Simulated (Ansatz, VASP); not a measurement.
# Nb in VASP and in Ansatz

```xyz
1
Lattice="-1.5906 1.5906 1.5906 1.5906 -1.5906 1.5906 1.5906 1.5906 -1.5906" Properties=species:S:1:pos:R:3 pbc="T T T"
Nb    0.0000    0.0000    0.0000
```

Alike in both runs: task relaxation of cell and atoms; functional PBEsol; k mesh 8 × 8 × 8; occupations gaussian, width 0.1 eV; no spin polarisation.

|  | VASP | Ansatz |
| --- | --- | --- |
| version | VASP 6.6.1 | Ansatz 0.2.0 |
| potentials or method | VASP PAW PBE potentials, release 64 (Nb_sv), cutoff 600 eV | scalar-relativistic, plane waves, PAW |
| valence electrons in the cell | 13 | 13 |

```tsv
	VASP	Ansatz	Ansatz less VASP
gap on the k mesh at the Fermi level, each at its own relaxed structure (eV)	none	none	-
relaxed volume (Å³/atom)	17.56	17.58	+0.019
relaxed cell length with the largest relative difference (Å)	2.836	2.837	+0.0010
```

VASP's potentials were made for PBE, not for PBEsol. A gap of «none» marks a metal or a gap that the smearing closes.
